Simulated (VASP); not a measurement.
KF, 2 atoms in the cell. It takes space group R3m (No. 160, trigonal). The conventional cell has a = 4.609 Å, b = 4.609 Å, c = 5.645 Å, α = 90.00°, β = 90.00°, γ = 120.00°. K (site symmetry 3m) has 8 F at 2.74 to 2.90 Å and 6 K at 3.26 Å within 3.6 Å. F (site symmetry 3m) has 8 K at 2.74 to 2.90 Å and 6 F at 3.26 Å within 3.6 Å. 

| Item | Value |
| --- | --- |
| Program | VASP 6.6.1 |
| Task | single point |
| Functional | LDA |
| Potentials or basis | VASP PAW LDA potentials, release 64 (K_sv, F) |
| Cutoff | 520 eV |
| k mesh | 9 × 9 × 9, shifted |
| Occupations | fermi-dirac, width 0.15 eV |
| Spin | no spin polarisation |
| Dipole correction | no |
| Further INCAR settings | ALGO = Normal; EDIFF = 1e-06; NBANDS = 15 |

Potentials or basis: VASP PAW LDA potentials, release 64 (K_sv, F).

Run with:

```bash
$ cat potpaw_LDA.64/K_sv/POTCAR potpaw_LDA.64/F/POTCAR > POTCAR
$ mpirun -np 1 vasp_std > vasp.out
```

Hardware: 1 thread of AMD EPYC 7R43 64-Core Processor (Zen 3), on a shared host.

Q: How long does it take, and how much memory?

A: Run time: 24 s on 1 thread of AMD EPYC 7R43 64-Core Processor (Zen 3), on a shared host, peak memory 0.12 GiB. Counts: scf iterations 13, k points 85.
